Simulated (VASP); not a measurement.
# Ge5W: single point with PBE

The system is Ge5W.

```
Ge W
1.0
     6.29722    0.00000    0.00000
     0.00000    6.29722    0.00000
     0.00000    0.00000    3.29568
Ge W
5 1
Direct
  0.00000 0.00000 0.00000
  0.31369 0.00000 0.50000
  0.68631 0.00000 0.50000
  0.00000 0.31369 0.50000
  0.00000 0.68631 0.50000
  0.50000 0.50000 0.50000
```

The cell was built from a structure type or drawn by symmetry, and may not be a known phase.

```
Program                : VASP 6.6.1
Task                   : single point
Functional             : PBE
Potentials or basis    : VASP PAW PBE potentials, release 64 (Ge_d, W_sv)
Cutoff                 : 520 eV
k mesh                 : 6 × 6 × 12
Occupations            : gaussian, width 0.1 eV
Spin                   : no spin polarisation
Dipole correction      : no
Further INCAR settings : ALGO = Normal; EDIFF = 1e-06; NBANDS = 51
```

```json
{"Pressure": "0.0 GPa", "Largest force": "0.009 eV/Å", "Band gap on the k mesh": "zero (bands 42 and 43 overlap by 1.73 eV)"}
```

Forces on the atoms (eV/Å):
```
Ge   0.000  0.000  0.000
Ge   0.009  0.000  0.000
Ge  -0.009  0.000  0.000
Ge   0.000  0.009  0.000
Ge   0.000 -0.009  0.000
W    0.000  0.000  0.000
```

Levels at points of the mesh, in eV from the Fermi level:
| k point | band 39 | band 40 | band 41 | band 42 | band 43 | band 44 | band 45 | band 46 |
| --- | --- | --- | --- | --- | --- | --- | --- | --- |
| (0.00, 0.00, 0.00) | -0.65 | -0.19 | -0.08 | 1.03 | 1.03 | 1.26 | 1.63 | 2.07 |
| (0.50, 0.00, 0.00) | -0.75 | -0.49 | 0.11 | 1.05 | 1.10 | 1.65 | 1.95 | 2.43 |
| (0.50, 0.50, 0.00) | -1.66 | -0.17 | 0.41 | 0.88 | 0.88 | 1.31 | 1.31 | 1.84 |
| (0.00, 0.00, 0.50) | -1.87 | -1.68 | -0.87 | -0.87 | 0.09 | 0.09 | 0.36 | 0.36 |
| (0.50, 0.00, 0.50) | -2.10 | -1.59 | -1.11 | -1.07 | -0.39 | -0.08 | 0.50 | 1.61 |
| (0.50, 0.50, 0.50) | -2.10 | -1.10 | -0.94 | -0.69 | -0.69 | 0.59 | 0.83 | 1.51 |

It took 6.8 min on 1 thread of Intel(R) Xeon(R) Platinum 8259CL CPU @ 2.50GHz (Skylake/Cascade Lake), on a shared host, peak memory 0.48 GiB.

Caveat: spin-orbit coupling is left out, which moves the levels of the heavy elements.
